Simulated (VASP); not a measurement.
# Sn (Fd-3m) in VASP: notebook, part 2 of 3

VASP 6.6.1. Earlier steps stand in the parts before.

## 3. Electric field gradients, PBE (34.53 Å³/atom)

File INCAR:

```
PREC     = Accurate       # precision mode
ENCUT    = 520            # plane-wave cutoff, eV
EDIFF    = 1E-8           # SCF threshold, eV
ISMEAR   = -1             # smearing method
SIGMA    = 0.03           # smearing width, eV
LREAL    = F              # projectors in reciprocal space
LASPH    = T              # aspherical terms in the spheres
NELM     = 80             # most SCF steps
ALGO     = Normal         # electronic algorithm
ISIF     = 2              # what is computed and relaxed
LWAVE    = F              # write WAVECAR
LCHARG   = F              # write CHGCAR
GGA      = PE             # functional
LEFG     = T            
NBANDS   = 21             # bands
```

File KPOINTS:

```
Automatic mesh
0
Gamma
  9 9 9
```

File POSCAR:

```
Sn
1.0
    0.0000000000      3.2563828035      3.2563828035
    3.2563828035      0.0000000000      3.2563828035
    3.2563828035      3.2563828035      0.0000000000
Sn
2
Direct
    0.5000000000      0.5000000000      0.5000000000
    0.7500000000      0.7500000000      0.7500000000
```

Potentials or basis: VASP PAW PBE potentials, release 64 (Sn_d).

Started as:

```
> cat potpaw_PBE.64/Sn_d/POTCAR > POTCAR
> mpirun -np 1 vasp_std > vasp.out
```

OUTCAR:

```text
PREC = Accurate
   ENCUT = 520
   EDIFF = 1E-8
   ISMEAR = -1
   LREAL = F
   LASPH = T
   NELM = 80
   ISIF = 2
   GGA = PE

 ion  position               nearest neighbor table
   1  0.500  0.500  0.500-   2 2.82   2 2.82   2 2.82   2 2.82
   2  0.750  0.750  0.750-   1 2.82   1 2.82   1 2.82   1 2.82

  LATTYP: Found a face centered cubic cell.
 ALAT       =     6.5127656070

  Lattice vectors:

 A1 = (   0.0000000000,   3.2563828035,   3.2563828035)
 A2 = (   3.2563828035,   0.0000000000,   3.2563828035)
 A3 = (   3.2563828035,   3.2563828035,   0.0000000000)

Analysis of symmetry for initial positions (statically):
=====================================================================
 Subroutine PRICEL returns:
 Original cell was already a primitive cell.

 Routine SETGRP: Setting up the symmetry group for a
 face centered cubic supercell.

 Subroutine GETGRP returns: Found 48 space group operations
 (whereof 24 operations were pure point group operations)
 out of a pool of 48 trial point group operations.

The static configuration has the point symmetry T_d .
 The point group associated with its full space group is O_h .

Analysis of symmetry for dynamics (positions and initial velocities):
=====================================================================
 Subroutine PRICEL returns:
 Original cell was already a primitive cell.

 Routine SETGRP: Setting up the symmetry group for a
 face centered cubic supercell.

 Subroutine GETGRP returns: Found 48 space group operations
 (whereof 24 operations were pure point group operations)
 out of a pool of 48 trial point group operations.

The dynamic configuration has the point symmetry T_d .
 The point group associated with its full space group is O_h .

 Subroutine INISYM returns: Found 48 space group operations
 (whereof 24 operations are pure point group operations),
 and found     1 'primitive' translations

----------------------------------------------------------------------------------------

                                     Primitive cell

  volume of cell :      69.0616

  direct lattice vectors                    reciprocal lattice vectors
     0.000000000  3.256382804  3.256382804    -0.153544602  0.153544602  0.153544602
     3.256382804  0.000000000  3.256382804     0.153544602 -0.153544602  0.153544602
     3.256382804  3.256382804  0.000000000     0.153544602  0.153544602 -0.153544602

  length of vectors
     4.605220725  4.605220725  4.605220725     0.265947051  0.265947051  0.265947051

  position of ions in fractional coordinates (direct lattice)
     0.500000000  0.500000000  0.500000000
     0.750000000  0.750000000  0.750000000

  ion indices of the primitive-cell ions
   primitive index   ion index
                 1           1
                 2           2

----------------------------------------------------------------------------------------

 KPOINTS: Automatic mesh

Automatic generation of k-mesh.
 Grid dimensions read from file:
 generate k-points for:    9    9    9

 Generating k-lattice:
[... 68 lines left out ...]
   ISIF   =      2    stress and relaxation
   ISYM   =      2    0-nonsym 1-usesym 2-fastsym
   POTIM  = 0.5000    time-step for ionic-motion
   TEBEG  =    0.0;   TEEND  =   0.0 temperature during run
   PSTRESS=    0.0 pullay stress
   NELECT =      28.0000    total number of electrons
   NUPDOWN=      -1.0000    fix difference up-down
   EMIN   =  10.00;   EMAX   =-10.00  energy-range for DOS
   EFERMI =   0.00;   METHOD = LEGACY
   ISMEAR =    -1;   SIGMA  =   0.03  broadening in eV -4-tet -1-fermi 0-gaus
   EFERMI_NEDOS =   21; number of points for ismear=-14 and -15
   IALGO  =     38    algorithm
   IMIX   =      4    mixing-type and parameters
     AMIX     =   0.40;   BMIX     =  1.00
     AMIX_MAG =   1.60;   BMIX_MAG =  1.00
  volume/ion in A,a.u.               =      34.53       233.03
  Fermi-wavevector in a.u.,A,eV,Ry     =   1.211664  2.289712 19.975103  1.468129
  Thomas-Fermi vector in A             =   2.347172
   LORBIT       =      0    0 simple, 1 ext, 2 COOP (PROOUT), +10 PAW based schemes
   GGA     = PE    functional components
   LHFCALC =     F    Hartree Fock is set to
   AEXX    =    0.0000 exact exchange contribution
   IVDW    =     0    specifies the selected vdW correction
   LEPSILON=     F    determine dielectric tensor
   LRPA    =     F    only Hartree local field effects (RPA)
 non-spin polarized calculation
  energy-cutoff  :      520.00
  volume of cell :       69.06
 maximum number of plane-waves:      1872
 NGX is ok and might be reduce to    36
   NGX = 17   NGY = 17   NGZ = 17

 number of electron      27.9999994 magnetization

 Free energy of the ion-electron system (eV)
  ---------------------------------------------------
  ext. energy  EPLUGINS =         0.00000000
  ---------------------------------------------------
  free energy    TOTEN  =        -7.65212229 eV

  energy without entropy =       -7.65148607  energy(sigma->0) =       -7.65180418

 E-fermi :   5.4966     XC(G=0):  -8.8277

 val. band max:        5.3860401744   @ k =   0.1111   0.0000   0.0000
 cond. band min:       5.5217795226   @ k =   0.4444   0.0000   0.0000
 fundamental gap:      0.1357393482
 Fermi energy:         5.4965596319

 k-point     1 :       0.0000    0.0000    0.0000
  band No.  band energies     occupation
      1     -16.1333      2.00000
      2     -16.1333      2.00000
      3     -16.1333      2.00000
      4     -16.0752      2.00000
      5     -16.0752      2.00000
      6     -15.7749      2.00000
[... 565 lines left out ...]
     20      15.3640      0.00000
     21      15.6706      0.00000

 [... further k-points ...]

------------------------ aborting loop because EDIFF is reached ----------------------------------------

  FORCE on cell =-STRESS in cart. coord.  units (eV):
  Direction    XX          YY          ZZ          XY          YZ          ZX
  --------------------------------------------------------------------------------------
  -------------------------------------------------------------------------------------
  Total        1.1398053      1.1398053      1.1398053      0.0000000      0.0000000     -0.0000000
  in kB       26.4426453     26.4426453     26.4426453      0.0000000      0.0000000     -0.0000000
  external PRESSURE =      26.4426453 kB  Pullay stress =       0.0000000 kB

 VOLUME and BASIS-vectors are now :
 -----------------------------------------------------------------------------
  energy-cutoff  :      520.00
  volume of cell :       69.06
      direct lattice vectors                 reciprocal lattice vectors
     0.000000000  3.256382804  3.256382804    -0.153544602  0.153544602  0.153544602
     3.256382804  0.000000000  3.256382804     0.153544602 -0.153544602  0.153544602
     3.256382804  3.256382804  0.000000000     0.153544602  0.153544602 -0.153544602

 POSITION                                       TOTAL-FORCE (eV/Angst)
 -----------------------------------------------------------------------------------
      3.25638      3.25638      3.25638         0.000000      0.000000      0.000000
      4.88457      4.88457      4.88457        -0.000000      0.000000     -0.000000
 -----------------------------------------------------------------------------------
    total drift:                                0.000000      0.000000      0.000000

  FREE ENERGIE OF THE ION-ELECTRON SYSTEM (eV)
  ---------------------------------------------------
  free  energy   TOTEN  =        -7.6521222940 eV

  energy  without entropy=       -7.6514860742  energy(sigma->0) =       -7.65180418

 Electric field gradients (V/A^2)
---------------------------------------------------------------------
 ion       V_xx      V_yy      V_zz      V_xy      V_xz      V_yz
---------------------------------------------------------------------
   1       0.000    -0.000     0.000     0.001     0.001     0.001
   2       0.000    -0.000    -0.000     0.001     0.001     0.001
---------------------------------------------------------------------

 Electric field gradients after diagonalization (V/A^2)
 (convention: |V_zz| > |V_xx| > |V_yy|)
----------------------------------------------------------------------
 ion       V_xx      V_yy      V_zz     asymmetry (V_yy - V_xx)/ V_zz
----------------------------------------------------------------------
   1      -0.001    -0.001     0.001       0.000
   2      -0.001    -0.001     0.001       0.000
----------------------------------------------------------------------

           NMR quadrupolar parameters

 Cq : quadrupolar parameter    Cq=e*Q*V_zz/h
 eta: asymmetry parameters     (V_yy - V_xx)/ V_zz
 Q  : nuclear electric quadrupole moment in mb (millibarn)
----------------------------------------------------------------------
 ion       Cq(MHz)       eta       Q (mb)
----------------------------------------------------------------------
   1       0.000       0.000       1.000
   2       0.000       0.000       1.000
----------------------------------------------------------------------
```

Run time: 64 s. Hardware: 1 thread of Intel Xeon 8259CL, shared host; peak memory 0.22 GiB.

What came out:

- Free energy: -7.6521 eV
- Pressure: 2.6 GPa
- Band gap on the k mesh: zero (bands 14 and 15 overlap by 0.09 eV)
- Largest electric field gradient by atom: zero within the noise of the run

Caveat: spin-orbit coupling is left out, which moves the levels of the heavy elements.

## 4. Electric field gradients, PBE (35.21 Å³/atom)

This run uses another cell than the first one, of 35.21 Å³/atom.

File INCAR:

```
SYSTEM = Sn
PREC = Accurate
ENCUT = 520
EDIFF = 1E-8
ISMEAR = -1
SIGMA = 0.03
LREAL = .False.
LASPH = .True.
NELM = 60
ALGO = Normal
ISIF = 2
LWAVE = .False.
LCHARG = .False.
GGA = PE
LEFG = .True.
NBANDS = 21
```

File KPOINTS:

```
regular mesh
0
Gamma
  9 9 9
  0 0 0
```

File POSCAR:

```
Sn
1.0
    0.0000000000      3.2777367435      3.2777367435
    3.2777367435      0.0000000000      3.2777367435
    3.2777367435      3.2777367435      0.0000000000
Sn
2
Direct
    0.5000000000      0.5000000000      0.5000000000
    0.7500000000      0.7500000000      0.7500000000
```

Potentials or basis: VASP PAW PBE potentials, release 64 (Sn_d).

Started as:

```
> cat potpaw_PBE.64/Sn_d/POTCAR > POTCAR
> mpirun -np 1 vasp_std > vasp.out
```

OUTCAR:

```text
SYSTEM = Sn
   PREC = Accurate
   ENCUT = 520
   EDIFF = 1E-8
   ISMEAR = -1
   LREAL = .False.
   LASPH = .True.
   NELM = 60
   ISIF = 2
   GGA = PE

 ion  position               nearest neighbor table
   1  0.500  0.500  0.500-   2 2.84   2 2.84   2 2.84   2 2.84
   2  0.750  0.750  0.750-   1 2.84   1 2.84   1 2.84   1 2.84

  LATTYP: Found a face centered cubic cell.
 ALAT       =     6.5554734870

  Lattice vectors:

 A1 = (   0.0000000000,   3.2777367435,   3.2777367435)
 A2 = (   3.2777367435,   0.0000000000,   3.2777367435)
 A3 = (   3.2777367435,   3.2777367435,   0.0000000000)

Analysis of symmetry for initial positions (statically):
=====================================================================
 Subroutine PRICEL returns:
 Original cell was already a primitive cell.

 Routine SETGRP: Setting up the symmetry group for a
 face centered cubic supercell.

 Subroutine GETGRP returns: Found 48 space group operations
[... 764 lines left out ...]
  volume of cell :       70.43
      direct lattice vectors                 reciprocal lattice vectors
     0.000000000  3.277736744  3.277736744    -0.152544283  0.152544283  0.152544283
     3.277736744  0.000000000  3.277736744     0.152544283 -0.152544283  0.152544283
     3.277736744  3.277736744  0.000000000     0.152544283  0.152544283 -0.152544283

 POSITION                                       TOTAL-FORCE (eV/Angst)
 -----------------------------------------------------------------------------------
      3.27774      3.27774      3.27774        -0.000000     -0.000000     -0.000000
      4.91661      4.91661      4.91661         0.000000      0.000000      0.000000
 -----------------------------------------------------------------------------------
    total drift:                                0.000000      0.000000      0.000000

  FREE ENERGIE OF THE ION-ELECTRON SYSTEM (eV)
  ---------------------------------------------------
  free  energy   TOTEN  =        -7.6711597168 eV

  energy  without entropy=       -7.6702639710  energy(sigma->0) =       -7.67071184

 Electric field gradients (V/A^2)
---------------------------------------------------------------------
 ion       V_xx      V_yy      V_zz      V_xy      V_xz      V_yz
---------------------------------------------------------------------
   1      -0.000    -0.000     0.000     0.001     0.001     0.001
   2      -0.000    -0.000     0.000     0.001     0.001     0.001
---------------------------------------------------------------------

 Electric field gradients after diagonalization (V/A^2)
 (convention: |V_zz| > |V_xx| > |V_yy|)
----------------------------------------------------------------------
 ion       V_xx      V_yy      V_zz     asymmetry (V_yy - V_xx)/ V_zz
----------------------------------------------------------------------
   1      -0.001    -0.001     0.003       0.000
   2      -0.001    -0.001     0.003       0.000
----------------------------------------------------------------------

           NMR quadrupolar parameters

 Cq : quadrupolar parameter    Cq=e*Q*V_zz/h
 eta: asymmetry parameters     (V_yy - V_xx)/ V_zz
 Q  : nuclear electric quadrupole moment in mb (millibarn)
----------------------------------------------------------------------
 ion       Cq(MHz)       eta       Q (mb)
----------------------------------------------------------------------
   1       0.000       0.000       1.000
   2       0.000       0.000       1.000
----------------------------------------------------------------------
```

OSZICAR:

```text
N       E                     dE             d eps       ncg     rms          rms(c)
DAV:   1     0.228652007895E+03    0.22865E+03   -0.14798E+04  1500   0.189E+03
DAV:   2     0.173905609700E+02   -0.21126E+03   -0.20684E+03  1480   0.441E+02
DAV:   3    -0.692027766329E+01   -0.24311E+02   -0.24190E+02  1743   0.140E+02
DAV:   4    -0.769834215480E+01   -0.77806E+00   -0.77779E+00  1675   0.283E+01
DAV:   5    -0.772504689843E+01   -0.26705E-01   -0.26704E-01  2134   0.510E+00    0.309E+00
DAV:   6    -0.768685154486E+01    0.38195E-01   -0.27117E-02  2005   0.202E+00    0.181E+00
DAV:   7    -0.766891991768E+01    0.17932E-01   -0.42386E-02  1600   0.213E+00    0.160E-01
DAV:   8    -0.767071008880E+01   -0.17902E-02   -0.55393E-03  1675   0.819E-01    0.515E-02
DAV:   9    -0.767113795213E+01   -0.42786E-03   -0.54797E-04  1642   0.144E-01    0.125E-02
DAV:  10    -0.767115501155E+01   -0.17059E-04   -0.34113E-05  1896   0.494E-02    0.624E-03
DAV:  11    -0.767115967726E+01   -0.46657E-05   -0.77622E-06  1632   0.151E-02    0.772E-04
DAV:  12    -0.767115972557E+01   -0.48312E-07   -0.24802E-07  1620   0.303E-03    0.506E-04
DAV:  13    -0.767115974402E+01   -0.18447E-07   -0.24992E-08  1350   0.130E-03    0.151E-04
DAV:  14    -0.767115971234E+01    0.31680E-07   -0.61448E-09  1343   0.877E-04    0.518E-05
DAV:  15    -0.767115971678E+01   -0.44374E-08   -0.62028E-10   875   0.293E-04
   1 F= -.76711597E+01 E0= -.76707118E+01  d E =-.895746E-03
```

stdout:

```text
POSCAR found type information on POSCAR Sn
 POSCAR found :  1 types and       2 ions
 scaLAPACK will be used
 LDA part: xc-table for (Slater+PW92), standard interpolation
 POSCAR, INCAR and KPOINTS ok, starting setup
 FFT: planning ... GRIDC
 FFT: planning ... GRID_SOFT
 FFT: planning ... GRID
 WAVECAR not read
 entering main loop
ion   1

ion   2
```

Wall time 62 s (1 thread of Intel Xeon 8259CL, shared host); peak memory 0.22 GiB.

Results:

```
Free energy                             : -7.6712 eV
Pressure                                : 1.7 GPa
Band gap on the k mesh                  : zero (bands 14 and 15 overlap by 0.13 eV)
Largest electric field gradient by atom : zero within the noise of the run
```

Caveat: spin-orbit coupling is left out, which moves the levels of the heavy elements.

[end of part 2 of 3]
